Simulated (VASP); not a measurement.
# Au (P6_3/mmc) in VASP: a series of runs, part 2 of 2

VASP 6.6.1. Earlier steps stand in the parts before.

## (3) Single point, PBE

This run uses another cell than the first one, of 17.98 Å³/atom, 0.893 times its volume.

Input file INCAR:

```
ALGO = Normal ; EDIFF = 1E-6
ENCUT = 520 ; GGA = PE
ISIF = 2 ; ISMEAR = -1
LASPH = T ; LCHARG = T
LELF = T ; LREAL = F
LVHAR = T ; LWAVE = F
NBANDS = 18 ; NELM = 100
PREC = Accurate ; SIGMA = 0.1
```

Input file KPOINTS:

```
k-points
0
Gamma
  20 20 11
```

Input file POSCAR:

```
Au
1.0
    2.9156283392      0.0000000000      0.0000000000
   -1.4578141696      2.5250082098      0.0000000000
    0.0000000000      0.0000000000      4.8851650646
Au
2
Direct
    0.3333333333      0.6666666667      0.2500000000
    0.6666666667      0.3333333333      0.7500000000
```

Potentials or basis: VASP PAW PBE potentials, release 64 (Au).

Command:

```console
$ cat potpaw_PBE.64/Au/POTCAR > POTCAR
$ mpirun -np 1 vasp_std > vasp.out
```

OUTCAR:

```text
EDIFF = 1E-6
   ENCUT = 520
   GGA = PE
   ISIF = 2
   ISMEAR = -1
   LASPH = T
   LREAL = F
   NELM = 100
   PREC = Accurate

 ion  position               nearest neighbor table
   1  0.333  0.667  0.250-   2 2.97   2 2.97   2 2.97   2 2.97   2 2.97   2 2.97
   2  0.667  0.333  0.750-   1 2.97   1 2.97   1 2.97   1 2.97   1 2.97   1 2.97

  LATTYP: Found a hexagonal cell.
 ALAT       =     2.9156283392
 C/A-ratio  =     1.6755102147

  Lattice vectors:

 A1 = (   2.9156283392,   0.0000000000,   0.0000000000)
 A2 = (  -1.4578141696,   2.5250082098,   0.0000000000)
 A3 = (   0.0000000000,   0.0000000000,   4.8851650646)

Analysis of symmetry for initial positions (statically):
=====================================================================
 Subroutine PRICEL returns:
 Original cell was already a primitive cell.

 Routine SETGRP: Setting up the symmetry group for a
 hexagonal supercell.

 Subroutine GETGRP returns: Found 24 space group operations
 (whereof 12 operations were pure point group operations)
 out of a pool of 24 trial point group operations.

The static configuration has the point symmetry D_3d.
 The point group associated with its full space group is D_6h.

Analysis of symmetry for dynamics (positions and initial velocities):
=====================================================================
 Subroutine PRICEL returns:
 Original cell was already a primitive cell.

 Routine SETGRP: Setting up the symmetry group for a
 hexagonal supercell.

 Subroutine GETGRP returns: Found 24 space group operations
 (whereof 12 operations were pure point group operations)
 out of a pool of 24 trial point group operations.

The dynamic configuration has the point symmetry D_3d.
 The point group associated with its full space group is D_6h.

 Subroutine INISYM returns: Found 24 space group operations
 (whereof 12 operations are pure point group operations),
 and found     1 'primitive' translations

[... 110 lines left out ...]
   EFERMI_NEDOS =   21; number of points for ismear=-14 and -15
   IALGO  =     38    algorithm
   IMIX   =      4    mixing-type and parameters
     AMIX     =   0.40;   BMIX     =  1.00
     AMIX_MAG =   1.60;   BMIX_MAG =  1.00
  volume/ion in A,a.u.               =      17.98       121.35
  Fermi-wavevector in a.u.,A,eV,Ry     =   1.389710  2.626172 26.276866  1.931295
  Thomas-Fermi vector in A             =   2.513715
   LORBIT       =      0    0 simple, 1 ext, 2 COOP (PROOUT), +10 PAW based schemes
   GGA     = PE    functional components
   LHFCALC =     F    Hartree Fock is set to
   AEXX    =    0.0000 exact exchange contribution
   IVDW    =     0    specifies the selected vdW correction
   LEPSILON=     F    determine dielectric tensor
   LRPA    =     F    only Hartree local field effects (RPA)
 non-spin polarized calculation
  energy-cutoff  :      520.00
  volume of cell :       35.96
 maximum number of plane-waves:       996
 NGX is ok and might be reduce to    24
   NGX = 11   NGY = 11   NGZ = 19

 number of electron      21.9999998 magnetization

 Free energy of the ion-electron system (eV)
  ---------------------------------------------------
  ext. energy  EPLUGINS =         0.00000000
  ---------------------------------------------------
  free energy    TOTEN  =        -6.43811972 eV

  energy without entropy =       -6.41620230  energy(sigma->0) =       -6.42716101

 E-fermi :   8.5980     XC(G=0): -12.3959

 val. band max:        8.5968908877   @ k =   0.3500   0.1500   0.2727
 cond. band min:       8.6226948943   @ k =   0.2500   0.0500   0.2727
 fundamental gap:      0.0258040067
 Fermi energy:         8.5979655728

 k-point     1 :       0.0000    0.0000    0.0000
  band No.  band energies     occupation
      1      -0.6979      2.00000
      2       1.6876      2.00000
      3       4.0390      2.00000
      4       4.2876      2.00000
      5       4.2876      2.00000
      6       4.5726      2.00000
[... 481 lines left out ...]
      5       4.2530      2.00000
      6       4.3483      2.00000
[... 10 lines left out ...]
     17      22.8743      0.00000
     18      24.5259      0.00000

 [... further k-points ...]

------------------------ aborting loop because EDIFF is reached ----------------------------------------

  FORCE on cell =-STRESS in cart. coord.  units (eV):
  Direction    XX          YY          ZZ          XY          YZ          ZX
  --------------------------------------------------------------------------------------
  -------------------------------------------------------------------------------------
  Total        0.0043618      0.0043618     -0.0312960      0.0000000     -0.0000000      0.0000000
  in kB        0.1943150      0.1943150     -1.3941987      0.0000000     -0.0000000      0.0000000
  external PRESSURE =      -0.3351896 kB  Pullay stress =       0.0000000 kB

 VOLUME and BASIS-vectors are now :
 -----------------------------------------------------------------------------
  energy-cutoff  :      520.00
  volume of cell :       35.96
      direct lattice vectors                 reciprocal lattice vectors
     2.915628339  0.000000000  0.000000000     0.342979243  0.198019158  0.000000000
    -1.457814170  2.525008210  0.000000000     0.000000000  0.396038316  0.000000000
     0.000000000  0.000000000  4.885165065     0.000000000  0.000000000  0.204701374

 POSITION                                       TOTAL-FORCE (eV/Angst)
 -----------------------------------------------------------------------------------
     -0.00000      1.68334      1.22129        -0.000000     -0.000000      0.000000
      1.45781      0.84167      3.66387         0.000000      0.000000      0.000000
 -----------------------------------------------------------------------------------
    total drift:                               -0.000000      0.000000     -0.000000

  FREE ENERGIE OF THE ION-ELECTRON SYSTEM (eV)
  ---------------------------------------------------
  free  energy   TOTEN  =        -6.4381197240 eV

  energy  without entropy=       -6.4162022999  energy(sigma->0) =       -6.42716101
```

OSZICAR:

```text
N       E                     dE             d eps       ncg     rms          rms(c)
DAV:   1     0.123305716717E+03    0.12331E+03   -0.11717E+04  9520   0.118E+03
DAV:   2    -0.484095787513E+01   -0.12815E+03   -0.12207E+03 10048   0.259E+02
DAV:   3    -0.695552881759E+01   -0.21146E+01   -0.21020E+01 11230   0.334E+01
DAV:   4    -0.696472906729E+01   -0.92002E-02   -0.91989E-02 10456   0.233E+00
DAV:   5    -0.696481513019E+01   -0.86063E-04   -0.86063E-04 10714   0.241E-01    0.112E+01
DAV:   6    -0.647137720497E+01    0.49344E+00   -0.96164E-01  9868   0.895E+00    0.737E+00
DAV:   7    -0.644165168154E+01    0.29726E-01   -0.85903E-02 10476   0.265E+00    0.333E+00
DAV:   8    -0.643812666623E+01    0.35250E-02   -0.61804E-03  9966   0.620E-01    0.322E-01
DAV:   9    -0.643810488647E+01    0.21780E-04   -0.28746E-05 10802   0.448E-02    0.238E-02
DAV:  10    -0.643812015673E+01   -0.15270E-04   -0.72593E-06 10608   0.262E-02    0.757E-03
DAV:  11    -0.643811972396E+01    0.43277E-06   -0.12621E-07  5454   0.273E-03
   1 F= -.64381197E+01 E0= -.64271610E+01  d E =-.219174E-01
```

stdout:

```text
POSCAR found type information on POSCAR Au
 POSCAR found :  1 types and       2 ions
 scaLAPACK will be used
 LDA part: xc-table for (Slater+PW92), standard interpolation
 POSCAR, INCAR and KPOINTS ok, starting setup
 FFT: planning ... GRIDC
 FFT: planning ... GRID_SOFT
 FFT: planning ... GRID
 WAVECAR not read
 entering main loop
```

Wall time 47 s (1 thread of Intel Xeon 6975P-C (Granite Rapids), shared host); peak memory 0.25 GiB.

What came out:

```
Free energy            : -6.4381 eV
Pressure               : 0.0 GPa
Band gap on the k mesh : zero (band 11 reaches 12.13 eV, above the bottom of band 12 at 6.11 eV)
```

Stress tensor (GPa, compression positive):
```
 0.02  0.00  0.00
 0.00  0.02  0.00
 0.00  0.00 -0.14
```

Levels at points of the mesh, in eV from the Fermi level:
```tsv
k point	band 9	band 10	band 11	band 12	band 13	band 14
(0.00, 0.00, 0.00)	-3.40	-2.15	-2.15	-0.87	2.45	14.60
(0.50, 0.00, 0.00)	-1.86	-1.70	0.36	1.44	5.63	6.99
```

Caveat: spin-orbit coupling is left out, which moves the levels of the heavy elements.

## (4) Single point, PBE

This run uses another cell than the first one, of 17.98 Å³/atom, 0.893 times its volume.

Input file INCAR:

```
SYSTEM = Au
PREC     = Accurate       ! precision mode
ENCUT    = 520            ! plane-wave cutoff, eV
EDIFF    = 1E-6           ! SCF threshold, eV
ISMEAR   = -1             ! smearing method
SIGMA    = 0.1            ! smearing width, eV
LREAL    = .False.        ! projectors in reciprocal space
LASPH    = .True.         ! aspherical terms in the spheres
NELM     = 60             ! most SCF steps
ALGO     = Normal         ! electronic algorithm
ISIF     = 2              ! what is computed and relaxed
LWAVE    = .False.        ! write WAVECAR
LCHARG   = .False.        ! write CHGCAR
GGA      = PE             ! functional
NBANDS   = 18             ! bands
```

Input file KPOINTS:

```
Automatic mesh
0
Gamma
  6 6 4
  0 0 0
```

Input file POSCAR:

```
Au
1.0
    2.9156283372      0.0000000000      0.0000000000
   -1.4578141686      2.5250082080      0.0000000000
    0.0000000000      0.0000000000      4.8851650052
Au
2
Direct
    0.3333333333      0.6666666667      0.2500000000
    0.6666666667      0.3333333333      0.7500000000
```

Potentials or basis: VASP PAW PBE potentials, release 64 (Au).

Command:

```console
$ cat potpaw_PBE.64/Au/POTCAR > POTCAR
$ mpirun -np 1 vasp_std > vasp.out
```

OUTCAR:

```text
SYSTEM = Au
   PREC = Accurate
   ENCUT = 520
   EDIFF = 1E-6
   ISMEAR = -1
   LREAL = .False.
   LASPH = .True.
   NELM = 60
   ISIF = 2
   GGA = PE

 ion  position               nearest neighbor table
   1  0.333  0.667  0.250-   2 2.97   2 2.97   2 2.97   2 2.97   2 2.97   2 2.97
   2  0.667  0.333  0.750-   1 2.97   1 2.97   1 2.97   1 2.97   1 2.97   1 2.97

  LATTYP: Found a hexagonal cell.
 ALAT       =     2.9156283372
 C/A-ratio  =     1.6755101955

  Lattice vectors:

 A1 = (   2.9156283372,   0.0000000000,   0.0000000000)
 A2 = (  -1.4578141686,   2.5250082080,   0.0000000000)
 A3 = (   0.0000000000,   0.0000000000,   4.8851650052)

Analysis of symmetry for initial positions (statically):
=====================================================================
 Subroutine PRICEL returns:
 Original cell was already a primitive cell.

 Routine SETGRP: Setting up the symmetry group for a
 hexagonal supercell.

 Subroutine GETGRP returns: Found 24 space group operations
 (whereof 12 operations were pure point group operations)
 out of a pool of 24 trial point group operations.

[... 156 lines left out ...]
  free energy    TOTEN  =        -6.36064892 eV

  energy without entropy =       -6.32976655  energy(sigma->0) =       -6.34520773

 E-fermi :   8.7027     XC(G=0): -12.3952

 val. band max:        8.6828938935   @ k =   0.5000   0.0000   0.2500
 cond. band min:       8.9629402891   @ k =   0.5000   0.0000   0.0000
 fundamental gap:      0.2800463955
 Fermi energy:         8.7026554973

 k-point     1 :       0.0000    0.0000    0.0000
  band No.  band energies     occupation
      1      -0.6972      2.00000
      2       1.6932      2.00000
      3       4.0344      2.00000
      4       4.3041      2.00000
      5       4.3041      2.00000
      6       4.5896      2.00000
[... 418 lines left out ...]
      5       4.2857      2.00000
      6       4.2857      2.00000
[... 10 lines left out ...]
     17      24.1417      0.00000
     18      24.1417      0.00000

------------------------ aborting loop because EDIFF is reached ----------------------------------------

  FORCE on cell =-STRESS in cart. coord.  units (eV):
  Direction    XX          YY          ZZ          XY          YZ          ZX
  --------------------------------------------------------------------------------------
  -------------------------------------------------------------------------------------
  Total        0.5475305      0.5475305     -0.6735008      0.0000000      0.0000000      0.0000000
  in kB       24.3918469     24.3918469    -30.0036775      0.0000000      0.0000000      0.0000000
  external PRESSURE =       6.2600054 kB  Pullay stress =       0.0000000 kB

 VOLUME and BASIS-vectors are now :
 -----------------------------------------------------------------------------
  energy-cutoff  :      520.00
  volume of cell :       35.96
      direct lattice vectors                 reciprocal lattice vectors
     2.915628337  0.000000000  0.000000000     0.342979243  0.198019158  0.000000000
    -1.457814169  2.525008208  0.000000000     0.000000000  0.396038317  0.000000000
     0.000000000  0.000000000  4.885165005     0.000000000  0.000000000  0.204701376

 POSITION                                       TOTAL-FORCE (eV/Angst)
 -----------------------------------------------------------------------------------
     -0.00000      1.68334      1.22129         0.000000     -0.000000      0.000000
      1.45781      0.84167      3.66387        -0.000000      0.000000      0.000000
 -----------------------------------------------------------------------------------
    total drift:                               -0.000000      0.000000     -0.000000

  FREE ENERGIE OF THE ION-ELECTRON SYSTEM (eV)
  ---------------------------------------------------
  free  energy   TOTEN  =        -6.3606489187 eV

  energy  without entropy=       -6.3297665452  energy(sigma->0) =       -6.34520773
```

stdout:

```text
POSCAR found type information on POSCAR Au
 POSCAR found :  1 types and       2 ions
 scaLAPACK will be used
 LDA part: xc-table for (Slater+PW92), standard interpolation
 POSCAR, INCAR and KPOINTS ok, starting setup
 FFT: planning ... GRIDC
 FFT: planning ... GRID_SOFT
 FFT: planning ... GRID
 WAVECAR not read
 entering main loop
```

Run time: 9.3 s. Hardware: 1 thread of Intel Xeon 6975P-C, shared host; peak memory 0.16 GiB.

What came out:

```
Free energy            : -6.3606 eV
Pressure               : 0.6 GPa
Band gap on the k mesh : zero (band 11 reaches 12.62 eV, above the bottom of band 12 at 6.03 eV)
```

Levels at points of the mesh, in eV from the Fermi level:
```csv
k point,band 8,band 9,band 10,band 11,band 12,band 13,band 14,band 15
"(0.00, 0.00, 0.00)",-3.51,-3.51,-2.25,-2.25,-0.99,2.34,14.50,15.61
"(0.50, 0.00, 0.00)",-2.04,-1.95,-1.78,0.26,1.35,5.54,6.89,7.01
"(0.00, 0.00, 0.50)",-4.44,-2.67,-2.67,-2.67,-2.67,10.22,10.22,14.77
"(0.50, 0.00, 0.50)",-2.44,-1.85,-1.85,0.47,0.47,3.59,3.59,12.92
```

Caveat: the k points lie up to 0.41 Å⁻¹ apart; spin-orbit coupling is left out, which moves the levels of the heavy elements.

## (5) Summary

| cell | k mesh | gap on the mesh (eV) | pressure (GPa) |
| --- | --- | --- | --- |
| a = 3.028, b = 3.028, c = 5.073 Å, angles 90.0, 90.0, 120.0°, 2 atoms | 14 × 14 × 7 | none | -11.1 |
| a = 2.916, b = 2.916, c = 4.885 Å, angles 90.0, 90.0, 120.0°, 2 atoms | 20 × 20 × 11 | none | 0.0 |
| a = 2.916, b = 2.916, c = 4.885 Å, angles 90.0, 90.0, 120.0°, 2 atoms | 6 × 6 × 4 | none | 0.6 |

Alike in all rows: task single point; level PBE; potentials or basis VASP PAW PBE potentials, release 64 (Au); no spin polarisation; cutoff (eV) 520; smearing fermi-dirac 0.1 eV.

Caveats: some runs use coarse meshes; spin-orbit coupling is left out, which moves the levels of the heavy elements.

Absolute energies hang on the potentials; compare differences alone.
